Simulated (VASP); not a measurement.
Set up this calculation in VASP 6.6.1, as the native input.

| Item | Value |
| --- | --- |
| Task | single point |
| Functional | HSE06 |
| Potentials or basis | VASP PAW PBE potentials, release 64 (B, As) |
| Cutoff | 520 eV |
| k mesh | 6 × 6 × 6 |
| Occupations | gaussian, width 0.01 eV |
| Spin | no spin polarisation |
| Dipole correction | no |
| Grid for exact exchange (PRECFOCK) | Normal |
| Further INCAR settings | ALGO = Normal; EDIFF = 1e-06; NBANDS = 11 |
| Screening parameter | 0.2079 1/Å |

BAs:

```xyz
2
Lattice="0.0000 2.3919 2.3919 2.3919 0.0000 2.3919 2.3919 2.3919 0.0000" Properties=species:S:1:pos:R:3 pbc="T T T"
B     0.0000    0.0000    0.0000
As    1.1959    1.1959    1.1959
```

One way to write it, as run:

POSCAR

```
BAs
1.0
    0.0000000000      2.3918699057      2.3918699057
    2.3918699057      0.0000000000      2.3918699057
    2.3918699057      2.3918699057      0.0000000000
B As
1 1
Direct
    0.0000000000      0.0000000000      0.0000000000
    0.2500000000      0.2500000000      0.2500000000
```

INCAR.step1

```
  ALGO = Normal
  EDIFF = 1E-5
  ENCUT = 520
  GGA = PE
  ISIF = 2
  ISMEAR = 0
  LASPH = T
  LREAL = F
  LWAVE = T
  NBANDS = 11
  NELM = 100
  PREC = Accurate
  SIGMA = 0.01
```

INCAR.step2

```
  ALGO = Normal
  EDIFF = 1E-6
  ENCUT = 520
  GGA = PE
  HFSCREEN = 0.2079
  ISIF = 2
  ISMEAR = 0
  ISTART = 1
  LASPH = T
  LCHARG = T
  LELF = T
  LHFCALC = T
  LREAL = F
  LVHAR = T
  LWAVE = F
  NBANDS = 11
  NELM = 100
  PREC = Accurate
  PRECFOCK = Normal
  SIGMA = 0.01
```

KPOINTS

```
k-points
0
Gamma
  6 6 6
```

Potentials or basis: VASP PAW PBE potentials, release 64 (B, As).

Run with:

```sh
$ cat potpaw_PBE.64/B/POTCAR potpaw_PBE.64/As/POTCAR > POTCAR
$ cp INCAR.step1 INCAR
$ mpirun -np 1 vasp_std > vasp.out
$ cp INCAR.step2 INCAR
$ mpirun -np 1 vasp_std > vasp.out
```

Results of the run:

```
Pressure               : -1.2 GPa
Band gap on the k mesh : 1.95 eV, indirect (least direct gap 4.11 eV)
```

Caveat: the PAW data sets were made with another functional, which shifts forces and pressure a little.

Wall time 8.3 min on 1 thread of Intel Xeon 6975P-C, with other jobs on the host, peak memory 0.27 GiB.
